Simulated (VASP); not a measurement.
# AlRu in VASP: settings compared

The runs below take AlRu through single point, relaxation of the atoms, with r2SCAN, RPBE.

Everything below comes from runs of VASP 6.6.1. Logs are shortened: lines on timing, memory, paths and dates and some standing lists are left out, and cuts for length are marked.

### 1 The cell of the first run

The cell holds a slab with vacuum, 8 atoms: a = 2.992 Å, b = 2.992 Å, c = 25.471 Å, α = 90.00°, β = 90.00°, γ = 90.00°.

### 2 Single point, r2SCAN

Contents of POSCAR:

```
AlRu
1.0
    2.9916000000      0.0000000000      0.0000000000
    0.0000000000      2.9916000000      0.0000000000
    0.0000000000      0.0000000000     25.4706000000
Ru Al
4 4
Direct
    0.5000000000      0.5000000000      0.2944571388
    0.5000000000      0.5000000000      0.4119102024
    0.5000000000      0.5000000000      0.5278064845
    0.5000000000      0.5000000000      0.6470273833
    0.0000000000      0.0000000000      0.3531836706
    0.0000000000      0.0000000000      0.4706367341
    0.0000000000      0.0000000000      0.5852123068
    0.0000000000      0.0000000000      0.6947307612
```

Contents of INCAR.step1:

```
PREC = Accurate
ENCUT = 440
ISMEAR = -1
SIGMA = 0.05
LREAL = F
LASPH = T
NELM = 120
LDIPOL = T
IDIPOL = 3
DIPOL = 0.5 0.5 0.498
NBANDS = 44
GGA = PE
ALGO = Normal
EDIFF = 1E-5
LWAVE = T
LCHARG = F
GGA_COMPAT = F
NELMDL = -8
```

Contents of INCAR.step2:

```
PREC = Accurate
ENCUT = 440
EDIFF = 1E-6
ISMEAR = -1
SIGMA = 0.05
LREAL = F
LASPH = T
NELM = 120
ALGO = Normal
ISIF = 2
LWAVE = F
LCHARG = T
LDIPOL = T
IDIPOL = 3
DIPOL = 0.5 0.5 0.498
METAGGA = R2SCAN
LMIXTAU = T
LELF = T
LVHAR = T
LVACPOTAV = T
NBANDS = 44
ISTART = 1
GGA_COMPAT = F
```

Contents of KPOINTS:

```
Automatic mesh
0
Gamma
  9 9 1
```

Potentials or basis: VASP PAW PBE potentials, release 64 (Ru_pv, Al).

On the command line:

```
cat potpaw_PBE.64/Ru_pv/POTCAR potpaw_PBE.64/Al/POTCAR > POTCAR
cp INCAR.step1 INCAR
mpirun -np 1 vasp_std > vasp.out
cp INCAR.step2 INCAR
mpirun -np 1 vasp_std > vasp.out
```

OUTCAR:

```text
PREC = Accurate
   ENCUT = 440
   EDIFF = 1E-6
   ISMEAR = -1
   LREAL = F
   LASPH = T
   NELM = 120
   ISIF = 2
   METAGGA = R2SCAN
   ISTART = 1

 ion  position               nearest neighbor table
   1  0.500  0.500  0.294-   5 2.59   5 2.59   5 2.59   5 2.59   2 2.99
   2  0.500  0.500  0.412-   6 2.59   6 2.59   6 2.59   6 2.59   5 2.59   5 2.59   5 2.59   5 2.59
                             3 2.95   1 2.99
   3  0.500  0.500  0.528-   6 2.57   6 2.57   6 2.57   6 2.57   7 2.57   7 2.57   7 2.57   7 2.57
                             2 2.95   4 3.04
   4  0.500  0.500  0.647-   8 2.44   8 2.44   8 2.44   8 2.44   7 2.64   7 2.64   7 2.64   7 2.64
                             3 3.04
   5  0.000  0.000  0.353-   2 2.59   2 2.59   2 2.59   2 2.59   1 2.59   1 2.59   1 2.59   1 2.59
                             6 2.99
   6  0.000  0.000  0.471-   3 2.57   3 2.57   3 2.57   3 2.57   2 2.59   2 2.59   2 2.59   2 2.59
                             7 2.92   5 2.99
   7  0.000  0.000  0.585-   3 2.57   3 2.57   3 2.57   3 2.57   4 2.64   4 2.64   4 2.64   4 2.64
                             8 2.79   6 2.92
   8  0.000  0.000  0.695-   4 2.44   4 2.44   4 2.44   4 2.44   7 2.79

  LATTYP: Found a simple tetragonal cell.
 ALAT       =     2.9916000000
 C/A-ratio  =     8.5140393101

  Lattice vectors:

 A1 = (   2.9916000000,   0.0000000000,   0.0000000000)
 A2 = (   0.0000000000,   2.9916000000,   0.0000000000)
 A3 = (   0.0000000000,   0.0000000000,  25.4706000000)

Analysis of symmetry for initial positions (statically):
=====================================================================
 Subroutine PRICEL returns:
 Original cell was already a primitive cell.

 Routine SETGRP: Setting up the symmetry group for a
 simple tetragonal supercell.

 Subroutine GETGRP returns: Found  8 space group operations
 (whereof  8 operations were pure point group operations)
 out of a pool of 16 trial point group operations.

The static configuration has the point symmetry C_4v.

Analysis of symmetry for dynamics (positions and initial velocities):
=====================================================================
 Subroutine PRICEL returns:
 Original cell was already a primitive cell.

 Routine SETGRP: Setting up the symmetry group for a
 simple tetragonal supercell.
[... 110 lines left out ...]
   NSW    =      0    number of steps for IOM
   IBRION =     -1    ionic relax: 0-MD 1-quasi-New 2-CG
   NFREE  =      0    steps in history (QN), initial steepest desc. (CG)
   ISIF   =      2    stress and relaxation
   ISYM   =      2    0-nonsym 1-usesym 2-fastsym
   POTIM  = 0.5000    time-step for ionic-motion
   TEBEG  =    0.0;   TEEND  =   0.0 temperature during run
   PSTRESS=    0.0 pullay stress
   NELECT =      68.0000    total number of electrons
   NUPDOWN=      -1.0000    fix difference up-down
   EMIN   =  10.00;   EMAX   =-10.00  energy-range for DOS
   EFERMI =   0.00;   METHOD = LEGACY
   ISMEAR =    -1;   SIGMA  =   0.05  broadening in eV -4-tet -1-fermi 0-gaus
   EFERMI_NEDOS =   21; number of points for ismear=-14 and -15
   IALGO  =     38    algorithm
   IMIX   =      4    mixing-type and parameters
     AMIX     =   0.40;   BMIX     =  1.00
     AMIX_MAG =   1.60;   BMIX_MAG =  1.00
  volume/ion in A,a.u.               =      28.49       192.29
  Fermi-wavevector in a.u.,A,eV,Ry     =   1.093862  2.067099 16.279824  1.196533
  Thomas-Fermi vector in A             =   2.230155
   LORBIT       =      0    0 simple, 1 ext, 2 COOP (PROOUT), +10 PAW based schemes
   METAGGA = R2SCAN    functional components
   LHFCALC =     F    Hartree Fock is set to
   AEXX    =    0.0000 exact exchange contribution
   IVDW    =     0    specifies the selected vdW correction
   LEPSILON=     F    determine dielectric tensor
   LRPA    =     F    only Hartree local field effects (RPA)
 non-spin polarized calculation
  energy-cutoff  :      440.00
  volume of cell :      227.95
 maximum number of plane-waves:      4803
   NGX = 11   NGY = 11   NGZ = 87

 number of electron      67.9999961 magnetization

 dipolmoment           0.000000      0.000000     -0.051470 electrons x Angstroem

 Free energy of the ion-electron system (eV)
  ---------------------------------------------------
  ext. energy  EPLUGINS =         0.00000000
  ---------------------------------------------------
  free energy    TOTEN  =      -131.28237358 eV

  energy without entropy =     -131.23509282  energy(sigma->0) =     -131.25873320

 E-fermi :   3.1020     XC(G=0):  -7.1265

 val. band max:        3.0388599060   @ k =   0.1111   0.0000   0.0000
 cond. band min:       3.1089163647   @ k =   0.2222   0.0000   0.0000
 fundamental gap:      0.0700564588
 Fermi energy:         3.1020356940

 k-point     1 :       0.0000    0.0000    0.0000
  band No.  band energies     occupation
      1     -40.2553      2.00000
      2     -40.1756      2.00000
      3     -40.1050      2.00000
      4     -40.1050      2.00000
      5     -40.0783      2.00000
      6     -40.0096      2.00000
[... 694 lines left out ...]
     43       8.0951      0.00000
     44       8.3305      0.00000

------------------------ aborting loop because EDIFF is reached ----------------------------------------

  FORCE on cell =-STRESS in cart. coord.  units (eV):
  Direction    XX          YY          ZZ          XY          YZ          ZX
  --------------------------------------------------------------------------------------
  -------------------------------------------------------------------------------------
  Total       -2.3470261     -2.3470261     -2.1488350      0.0000000      0.0000000      0.0000000
  in kB      -16.4961376    -16.4961376    -15.1031463      0.0000000      0.0000000      0.0000000
  external PRESSURE =     -16.0318071 kB  Pullay stress =       0.0000000 kB

 VOLUME and BASIS-vectors are now :
 -----------------------------------------------------------------------------
  energy-cutoff  :      440.00
  volume of cell :      227.95
      direct lattice vectors                 reciprocal lattice vectors
     2.991600000  0.000000000  0.000000000     0.334269287  0.000000000  0.000000000
     0.000000000  2.991600000  0.000000000     0.000000000  0.334269287  0.000000000
     0.000000000  0.000000000 25.470600000     0.000000000  0.000000000  0.039260952

 POSITION                                       TOTAL-FORCE (eV/Angst)
 -----------------------------------------------------------------------------------
      1.49580      1.49580      7.50000         0.000000     -0.000000      0.788216
      1.49580      1.49580     10.49160        -0.000000     -0.000000     -0.543529
      1.49580      1.49580     13.44355        -0.000000      0.000000     -0.007080
      1.49580      1.49580     16.48018        -0.000000     -0.000000     -0.005741
      0.00000      0.00000      8.99580        -0.000000     -0.000000     -0.215555
      0.00000      0.00000     11.98740        -0.000000     -0.000000     -0.038240
      0.00000      0.00000     14.90571        -0.000000     -0.000000      0.006679
      0.00000      0.00000     17.69521        -0.000000     -0.000000      0.015249
 -----------------------------------------------------------------------------------
    total drift:                               -0.000000      0.000000     -0.000340

  FREE ENERGIE OF THE ION-ELECTRON SYSTEM (eV)
  ---------------------------------------------------
  free  energy   TOTEN  =      -131.2823735796 eV

  energy  without entropy=     -131.2350928244  energy(sigma->0) =     -131.25873320

 vacuum level on the upper side and lower side of the slab         6.297         7.337
```

OUTCAR.step1:

```text
PREC = Accurate
   ENCUT = 440
   ISMEAR = -1
   LREAL = F
   LASPH = T
   NELM = 120
   GGA = PE
   EDIFF = 1E-5
   NELMDL = -8

[... 946 lines left out ...]
      0.00000      0.00000     14.90571         0.000000     -0.000000      0.022707
      0.00000      0.00000     17.69521         0.000000     -0.000000      0.373717
 -----------------------------------------------------------------------------------
    total drift:                               -0.000000      0.000000     -0.000452

  FREE ENERGIE OF THE ION-ELECTRON SYSTEM (eV)
  ---------------------------------------------------
  free  energy   TOTEN  =       -54.0898518393 eV

  energy  without entropy=      -54.0402724251  energy(sigma->0) =      -54.06506213

 vacuum level on the upper side and lower side of the slab         6.339         7.492
```

OSZICAR.step1:

```text
N       E                     dE             d eps       ncg     rms          rms(c)
DAV:   1     0.465462540838E+03    0.46546E+03   -0.36934E+04  1768   0.122E+03
DAV:   2    -0.415758935535E+02   -0.50704E+03   -0.48795E+03  1468   0.348E+02
DAV:   3    -0.589601084952E+02   -0.17384E+02   -0.16828E+02  1580   0.595E+01
[... 13 lines left out ...]
DAV:  74    -0.540897692610E+02   -0.25692E-03   -0.23385E-04  1184   0.260E-02    0.107E-02
DAV:  75    -0.540897949116E+02   -0.25651E-04   -0.76399E-06  1140   0.719E-03    0.535E-03
DAV:  76    -0.540898312327E+02   -0.36321E-04   -0.51920E-06   980   0.499E-03    0.374E-03
DAV:  77    -0.540898538026E+02   -0.22570E-04   -0.34196E-06   904   0.433E-03    0.111E-03
DAV:  78    -0.540898518393E+02    0.19633E-05   -0.41207E-07   904   0.183E-03
   1 F= -.54089852E+02 E0= -.54065062E+02  d E =-.495794E-01
```

It took 32 min on 1 thread of Intel Xeon 8259CL, shared host; peak memory 0.33 GiB.

What came out:

```
Free energy            : -131.2824 eV
Largest force          : 0.788 eV/Å
Band gap on the k mesh : zero (bands 34 and 35 overlap by 1.96 eV)
```

Forces in eV/Å, atoms in the order of the input:
```
Ru   0.000  0.000  0.788
Ru   0.000  0.000 -0.544
Ru   0.000  0.000 -0.007
Ru   0.000  0.000 -0.006
Al   0.000  0.000 -0.216
Al   0.000  0.000 -0.038
Al   0.000  0.000  0.007
Al   0.000  0.000  0.015
```

Caveat: the PAW data sets were made with another functional, which shifts forces and pressure a little.

(Part 1 of 2 ends here.)

The gap in the log of VASP goes by the Fermi energy; the results here count the filled bands.